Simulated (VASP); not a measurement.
# BeTe in VASP: a series of runs

BeTe is run at these levels: PBE; tasks: single point, relaxation of cell and atoms.

Everything below comes from runs of VASP 6.6.1. Logs are shortened: lines on timing, memory, paths and dates and some standing lists are left out, and cuts for length are marked.

## Step 1: The cell of the first run

The typed cell holds 2 atoms: a = 4.005 Å, b = 4.005 Å, c = 4.005 Å, α = 120.00°, β = 120.00°, γ = 90.00°.

The cell was built from a structure type or drawn by symmetry, and may not be a known phase.

## Step 2: Single point, PBE

File INCAR:

```
SYSTEM = BeTe
PREC = Accurate ; ENCUT = 520
EDIFF = 1E-6 ; ISMEAR = 0
SIGMA = 0.02 ; LREAL = .FALSE.
LASPH = .TRUE. ; NELM = 80
ALGO = Normal ; ISIF = 2
LWAVE = .FALSE. ; LCHARG = .TRUE.
GGA = PE ; LELF = .TRUE.
LVHAR = .TRUE. ; NBANDS = 11
```

File KPOINTS:

```
Automatic mesh
0
G
  10 10 10
  0 0 0
```

File POSCAR:

```
BeTe
1.0
   -2.0025495318      2.0025495318      2.8319542232
    2.0025495318     -2.0025495318      2.8319542232
    2.0025495318      2.0025495318     -2.8319542232
Be Te
1 1
Direct
    0.0000000000      0.0000000000      0.0000000000
    0.2500000000      0.7500000000      0.5000000000
```

Potentials or basis: VASP PAW PBE potentials, release 64 (Be, Te).

Command:

```bash
$ cat potpaw_PBE.64/Be/POTCAR potpaw_PBE.64/Te/POTCAR > POTCAR
$ mpirun -np 1 vasp_std > vasp.out
```

OUTCAR:

```text
SYSTEM = BeTe
   PREC = Accurate
   ENCUT = 520
   EDIFF = 1E-6
   ISMEAR = 0
   LREAL = .FALSE.
   LASPH = .TRUE.
   NELM = 80
   ISIF = 2
   GGA = PE

 ion  position               nearest neighbor table
   1  0.000  0.000  0.000-   2 2.45   2 2.45   2 2.45   2 2.45
   2  0.250  0.750  0.500-   1 2.45   1 2.45   1 2.45   1 2.45

  LATTYP: Found a body centered tetragonal cell.
 ALAT       =     4.0050990636
 C/A-ratio  =     1.4141743703

  Lattice vectors:

 A1 = (  -2.0025495318,   2.0025495318,   2.8319542232)
 A2 = (   2.0025495318,  -2.0025495318,   2.8319542232)
 A3 = (   2.0025495318,   2.0025495318,  -2.8319542232)

Analysis of symmetry for initial positions (statically):
=====================================================================
 Subroutine PRICEL returns:
 Original cell was already a primitive cell.

 Routine SETGRP: Setting up the symmetry group for a
 body centered tetragonal supercell.

 Subroutine GETGRP returns: Found  8 space group operations
 (whereof  8 operations were pure point group operations)
 out of a pool of 16 trial point group operations.

The static configuration has the point symmetry D_2d.

Analysis of symmetry for dynamics (positions and initial velocities):
=====================================================================
 Subroutine PRICEL returns:
 Original cell was already a primitive cell.

 Routine SETGRP: Setting up the symmetry group for a
 body centered tetragonal supercell.

 Subroutine GETGRP returns: Found  8 space group operations
 (whereof  8 operations were pure point group operations)
 out of a pool of 16 trial point group operations.

The dynamic configuration has the point symmetry D_2d.

 Subroutine INISYM returns: Found  8 space group operations
 (whereof  8 operations are pure point group operations),
 and found     1 'primitive' translations

----------------------------------------------------------------------------------------

                                     Primitive cell

  volume of cell :      45.4269

  direct lattice vectors                    reciprocal lattice vectors
    -2.002549532  2.002549532  2.831954223     0.000000000  0.249681714  0.176556526
     2.002549532 -2.002549532  2.831954223     0.249681714  0.000000000  0.176556526
     2.002549532  2.002549532 -2.831954223     0.249681714  0.249681714  0.000000000

  length of vectors
     4.005043567  4.005043567  4.005043567     0.305799224  0.305799224  0.353103267

  position of ions in fractional coordinates (direct lattice)
     0.000000000  0.000000000  0.000000000
     0.250000000  0.750000000  0.500000000

  ion indices of the primitive-cell ions
   primitive index   ion index
                 1           1
                 2           2

----------------------------------------------------------------------------------------

 KPOINTS: Automatic mesh

Automatic generation of k-mesh.
 Grid dimensions read from file:
 generate k-points for:   10   10   10

 Generating k-lattice:

  Cartesian coordinates                     Fractional coordinates (reciprocal lattice)
     0.000000000  0.024968171  0.017655653     0.100000000  0.000000000  0.000000000
     0.024968171  0.000000000  0.017655653     0.000000000  0.100000000  0.000000000
     0.024968171  0.024968171  0.000000000     0.000000000  0.000000000  0.100000000

  Length of vectors
     0.030579922  0.030579922  0.035310327

  Shift w.r.t. Gamma in fractional coordinates (k-lattice)
     0.000000000  0.000000000  0.000000000

 Subroutine IBZKPT returns following result:
 ===========================================

 Found    102 irreducible k-points:

 Following reciprocal coordinates:
            Coordinates               Weight
  0.000000  0.000000  0.000000      1.000000
  0.100000  0.000000  0.000000      8.000000
  0.200000  0.000000  0.000000      8.000000
  0.300000 -0.000000  0.000000      8.000000
  0.400000  0.000000  0.000000      8.000000
  0.500000  0.000000  0.000000      4.000000
[... 16 lines left out ...]
  0.300000  0.300000  0.000000      8.000000
  0.400000  0.300000  0.000000     16.000000
 [... further k-points ...]
   k-points           NKPTS =    102   k-points in BZ     NKDIM =    102   number of bands    NBANDS=     11
   number of dos      NEDOS =    301   number of ions     NIONS =      2
   total plane-waves  NPLWV =  27000
   dimension x,y,z NGX =    30 NGY =   30 NGZ =   30
   dimension x,y,z NGXF=    60 NGYF=   60 NGZF=   60
   ions per type =               1   1
   NGX,Y,Z   is equivalent  to a cutoff of  12.45, 12.45, 12.45 a.u.
   NGXF,Y,Z  is equivalent  to a cutoff of  24.91, 24.91, 24.91 a.u.
 SYSTEM =  BeTe
   PREC   = accura    normal or accurate (medium, high low for compatibility)
   ISTART =      0    job   : 0-new  1-cont  2-samecut
   ICHARG =      2    charge: 1-file 2-atom 10-const
   ISPIN  =      1    spin polarized calculation?
   LNONCOLLINEAR =      F non collinear calculations
   LSORBIT =      F    spin-orbit coupling
   LASPH  =      T    aspherical Exc in radial PAW
   ENCUT  =  520.0 eV  38.22 Ry    6.18 a.u.   7.45  7.45  7.45*2*pi/ulx,y,z
   NELM   =     80;   NELMIN=  2; NELMDL= -5     # of ELM steps
   EDIFF  = 0.1E-05   stopping-criterion for ELM
   LREAL  =      F    real-space projection
   EDIFFG = 0.1E-04   stopping-criterion for IOM
   NSW    =      0    number of steps for IOM
   IBRION =     -1    ionic relax: 0-MD 1-quasi-New 2-CG
   NFREE  =      0    steps in history (QN), initial steepest desc. (CG)
   ISIF   =      2    stress and relaxation
   ISYM   =      2    0-nonsym 1-usesym 2-fastsym
   POTIM  = 0.5000    time-step for ionic-motion
   TEBEG  =    0.0;   TEEND  =   0.0 temperature during run
   PSTRESS=    0.0 pullay stress
   NELECT =       8.0000    total number of electrons
   NUPDOWN=      -1.0000    fix difference up-down
   EMIN   =  10.00;   EMAX   =-10.00  energy-range for DOS
   EFERMI =   0.00;   METHOD = LEGACY
   ISMEAR =     0;   SIGMA  =   0.02  broadening in eV -4-tet -1-fermi 0-gaus
   EFERMI_NEDOS =   21; number of points for ismear=-14 and -15
   IALGO  =     38    algorithm
   IMIX   =      4    mixing-type and parameters
     AMIX     =   0.40;   BMIX     =  1.00
     AMIX_MAG =   1.60;   BMIX_MAG =  1.00
  volume/ion in A,a.u.               =      22.71       153.28
  Fermi-wavevector in a.u.,A,eV,Ry     =   0.917629  1.734068 11.456696  0.842043
  Thomas-Fermi vector in A             =   2.042620
   LORBIT       =      0    0 simple, 1 ext, 2 COOP (PROOUT), +10 PAW based schemes
   GGA     = PE    functional components
   LHFCALC =     F    Hartree Fock is set to
   AEXX    =    0.0000 exact exchange contribution
   IVDW    =     0    specifies the selected vdW correction
   LEPSILON=     F    determine dielectric tensor
   LRPA    =     F    only Hartree local field effects (RPA)
 non-spin polarized calculation
 Gauss-broadening in eV      SIGMA  =   0.02
  energy-cutoff  :      520.00
  volume of cell :       45.43
 maximum number of plane-waves:      1243
 NGX is ok and might be reduce to    30
   NGX = 15   NGY = 15   NGZ = 15

 number of electron       8.0000000 magnetization

 Free energy of the ion-electron system (eV)
  ---------------------------------------------------
  ext. energy  EPLUGINS =         0.00000000
  ---------------------------------------------------
  free energy    TOTEN  =        -7.62502935 eV

  energy without entropy =       -7.62502935  energy(sigma->0) =       -7.62502935

 E-fermi :   5.0240     XC(G=0):  -8.9888

 val. band max:        4.9072011390   @ k =   0.0000   0.0000   0.0000
 cond. band min:       6.9219623264   @ k =   0.5000   0.5000   0.5000
 fundamental gap:      2.0147611875
 Fermi energy:         5.0239587765

 k-point     1 :       0.0000    0.0000    0.0000
  band No.  band energies     occupation
      1      -7.2790      2.00000
      2       4.9071      2.00000
      3       4.9071      2.00000
      4       4.9072      2.00000
      5       8.5308      0.00000
      6       8.5309      0.00000
      7       8.5309      0.00000
      8       8.6049      0.00000
      9      13.1983      0.00000
     10      15.1162      0.00000
     11      15.1167      0.00000

 k-point     2 :       0.1000    0.0000    0.0000
  band No.  band energies     occupation
      1      -7.1863      2.00000
      2       3.9962      2.00000
      3       4.7537      2.00000
      4       4.7539      2.00000
      5       8.4550      0.00000
      6       8.7574      0.00000
      7       8.7574      0.00000
      8       9.5303      0.00000
      9      13.4907      0.00000
     10      14.3943      0.00000
     11      14.3948      0.00000

 k-point     3 :       0.2000    0.0000    0.0000
  band No.  band energies     occupation
      1      -6.9216      2.00000
      2       2.4143      2.00000
      3       4.4225      2.00000
      4       4.4226      2.00000
      5       8.2765      0.00000
      6       9.2101      0.00000
      7       9.2101      0.00000
      8      11.1185      0.00000
      9      13.8926      0.00000
     10      13.8928      0.00000
     11      13.9140      0.00000
[... 267 lines left out ...]
 k-point    23 :       0.3000    0.3000    0.0000
  band No.  band energies     occupation
      1      -5.7473      2.00000
      2       0.3568      2.00000
      3       1.2507      2.00000
      4       3.2921      2.00000
      5       8.2357      0.00000
      6      11.2581      0.00000
      7      11.7853      0.00000
      8      12.2060      0.00000
      9      13.0954      0.00000
     10      13.9365      0.00000
     11      17.9581      0.00000

 k-point    24 :       0.4000    0.3000    0.0000
  band No.  band energies     occupation
      1      -5.6011      2.00000
      2       0.1728      2.00000
      3       1.2558      2.00000
      4       2.9276      2.00000
      5       7.8604      0.00000
      6      11.0974      0.00000
      7      12.0052      0.00000
      8      12.0730      0.00000
      9      13.8512      0.00000
     10      15.1009      0.00000
     11      17.9841      0.00000

 [... further k-points ...]

------------------------ aborting loop because EDIFF is reached ----------------------------------------

  FORCE on cell =-STRESS in cart. coord.  units (eV):
  Direction    XX          YY          ZZ          XY          YZ          ZX
  --------------------------------------------------------------------------------------
  -------------------------------------------------------------------------------------
  Total        0.0360093      0.0360093      0.0364796      0.0000000      0.0000000      0.0000000
  in kB        1.2700271      1.2700271      1.2866115      0.0000000      0.0000000      0.0000000
  external PRESSURE =       1.2755552 kB  Pullay stress =       0.0000000 kB

 VOLUME and BASIS-vectors are now :
 -----------------------------------------------------------------------------
  energy-cutoff  :      520.00
  volume of cell :       45.43
      direct lattice vectors                 reciprocal lattice vectors
    -2.002549532  2.002549532  2.831954223     0.000000000  0.249681714  0.176556526
     2.002549532 -2.002549532  2.831954223     0.249681714  0.000000000  0.176556526
     2.002549532  2.002549532 -2.831954223     0.249681714  0.249681714  0.000000000

 POSITION                                       TOTAL-FORCE (eV/Angst)
 -----------------------------------------------------------------------------------
      0.00000      0.00000      0.00000        -0.000000     -0.000000     -0.000000
      2.00255     -0.00000      1.41598         0.000000      0.000000      0.000000
 -----------------------------------------------------------------------------------
    total drift:                               -0.000000      0.000000      0.000000

  FREE ENERGIE OF THE ION-ELECTRON SYSTEM (eV)
  ---------------------------------------------------
  free  energy   TOTEN  =        -7.6250293486 eV

  energy  without entropy=       -7.6250293486  energy(sigma->0) =       -7.62502935
```

It took 24 s on 1 thread of Intel Xeon 6975P-C (Granite Rapids), shared host; peak memory 0.2 GiB.

Results:

```yaml
Free_energy: -7.6250 eV
Pressure: 0.1 GPa
Band_gap_on_the_k_mesh: 2.01 eV (least direct gap 3.62 eV)
```

Caveat: spin-orbit coupling is left out, which moves the levels of the heavy elements.

## Step 3: Relaxation of cell and atoms, PBE

File INCAR:

```
SYSTEM = BeTe
  PREC = Accurate
  ENCUT = 600
  EDIFF = 1E-6
  ISMEAR = 0
  SIGMA = 0.02
  LREAL = .False.
  LASPH = .True.
  NELM = 80
  ALGO = Normal
  ISIF = 3
  LWAVE = .False.
  LCHARG = .False.
  GGA = PE
  IBRION = 2
  NSW = 100
  EDIFFG = -0.01
```

File KPOINTS:

```
regular mesh
0
Gamma
  10 10 10
  0 0 0
```

File POSCAR:

```
BeTe
1.0
   -2.0121845588      2.0121845588      2.8103003890
    2.0121845588     -2.0121845588      2.8103003890
    2.0121845588      2.0121845588     -2.8103003890
Be Te
1 1
Direct
    0.0000000000      0.0000000000      0.0000000000
    0.2500000000      0.7500000000      0.5000000000
```

Potentials or basis: VASP PAW PBE potentials, release 64 (Be, Te).

Command:

```bash
$ cat potpaw_PBE.64/Be/POTCAR potpaw_PBE.64/Te/POTCAR > POTCAR
$ mpirun -np 1 vasp_std > vasp.out
```

OUTCAR:

```text
SYSTEM = BeTe
   PREC = Accurate
   ENCUT = 600
   EDIFF = 1E-6
   ISMEAR = 0
   LREAL = .False.
   LASPH = .True.
   NELM = 80
   ISIF = 3
   GGA = PE
   IBRION = 2
   NSW = 100
   EDIFFG = -0.01

 ion  position               nearest neighbor table
   1  0.000  0.000  0.000-   2 2.45   2 2.45   2 2.45   2 2.45
   2  0.250  0.750  0.500-   1 2.45   1 2.45   1 2.45   1 2.45

  LATTYP: Found a body centered tetragonal cell.
 ALAT       =     4.0243691176
 C/A-ratio  =     1.3966414645

  Lattice vectors:

 A1 = (  -2.0121845588,   2.0121845588,   2.8103003890)
 A2 = (   2.0121845588,  -2.0121845588,   2.8103003890)
 A3 = (   2.0121845588,   2.0121845588,  -2.8103003890)

Analysis of symmetry for initial positions (statically):
=====================================================================
[... 259 lines left out ...]
 fundamental gap:      2.0201301392
 Fermi energy:         5.0204645452

 k-point     1 :       0.0000    0.0000    0.0000
  band No.  band energies     occupation
      1      -7.2916      2.00000
      2       4.8766      2.00000
      3       4.8766      2.00000
      4       4.8773      2.00000
      5       8.5023      0.00000
      6       8.5028      0.00000
      7       8.5028      0.00000
      8       8.5548      0.00000
[... 243 lines left out ...]
 k-point    24 :       0.4000    0.3000    0.0000
  band No.  band energies     occupation
      1      -5.6227      2.00000
      2       0.1563      2.00000
      3       1.2390      2.00000
      4       2.9056      2.00000
      5       7.8337      0.00000
      6      11.0629      0.00000
      7      11.9674      0.00000
      8      12.0311      0.00000

 [... further k-points ...]

------------------------ aborting loop because EDIFF is reached ----------------------------------------

  FORCE on cell =-STRESS in cart. coord.  units (eV):
  Direction    XX          YY          ZZ          XY          YZ          ZX
  --------------------------------------------------------------------------------------
  -------------------------------------------------------------------------------------
  Total       -0.0096552     -0.0096552     -0.0080334      0.0000000     -0.0000000      0.0000000
  in kB       -0.3395951     -0.3395951     -0.2825541      0.0000000     -0.0000000      0.0000000
  external PRESSURE =      -0.3205814 kB  Pullay stress =       0.0000000 kB
[... 17 lines left out ...]
  FREE ENERGIE OF THE ION-ELECTRON SYSTEM (eV)
  ---------------------------------------------------
  free  energy   TOTEN  =        -7.6251023218 eV

  energy  without entropy=       -7.6251023218  energy(sigma->0) =       -7.62510232

 reached required accuracy - stopping structural energy minimisation
```

OSZICAR:

```text
N       E                     dE             d eps       ncg     rms          rms(c)
DAV:   1     0.220570536002E+02    0.22057E+02   -0.36487E+03  1632   0.898E+02
DAV:   2    -0.700703861396E+01   -0.29064E+02   -0.27858E+02  2344   0.104E+02
DAV:   3    -0.773783668575E+01   -0.73080E+00   -0.73080E+00  2048   0.217E+01
DAV:   4    -0.774320303745E+01   -0.53664E-02   -0.53664E-02  2520   0.214E+00
[... 17 lines left out ...]
DAV:   1    -0.762527188196E+01   -0.48253E-03   -0.27114E-02  1872   0.907E-01    0.729E-02
DAV:   2    -0.762516895454E+01    0.10293E-03   -0.51719E-04  1976   0.189E-01    0.422E-02
DAV:   3    -0.762510108924E+01    0.67865E-04   -0.22707E-04  2200   0.894E-02    0.741E-03
DAV:   4    -0.762510205473E+01   -0.96549E-06   -0.10368E-05  1816   0.241E-02    0.666E-03
DAV:   5    -0.762510232180E+01   -0.26707E-06   -0.30051E-07  1080   0.429E-03
   3 F= -.76251023E+01 E0= -.76251023E+01  d E =-.869061E-03
```

Wall time 25 s (1 thread of Intel Xeon 6975P-C (Granite Rapids), shared host); peak memory 0.21 GiB.

Results:

| Item | Value |
| --- | --- |
| Free energy | -7.6251 eV |
| Relaxed volume | 22.78 Å³/atom |
| Relaxed cell | a = 4.009 Å, b = 4.009 Å, c = 4.009 Å, α = 119.99°, β = 119.99°, γ = 90.01° |
| Space group after relaxing (to 0.1 Å) | F-43m (No. 216) |
| Energy gained by relaxing | 0.4 meV/atom |
| Ionic steps | 3 |
| Pressure after relaxing | 0.0 GPa |
| Band gap on the k mesh | 2.02 eV (least direct gap 3.62 eV) |

Step by step:
| step | energy change (eV) | largest force (eV/Å) | pressure (GPa) | volume (Å³) |
| --- | --- | --- | --- | --- |
| 1 | 0.0000 | 0.0000 | 0.02 | 45.51 |
| 2 | -0.0006 | 0.0000 | -0.01 | 45.53 |
| 3 | -0.0009 | 0.0000 | -0.03 | 45.55 |

Final structure:
```xyz
2
Lattice="-2.0045 2.0045 2.8343 2.0045 -2.0045 2.8343 2.0045 2.0045 -2.8343" Properties=species:S:1:pos:R:3 pbc="T T T"
Be    0.0000    0.0000    0.0000
Te    2.0045    0.0000    1.4171
```

Caveat: spin-orbit coupling is left out, which moves the levels of the heavy elements.
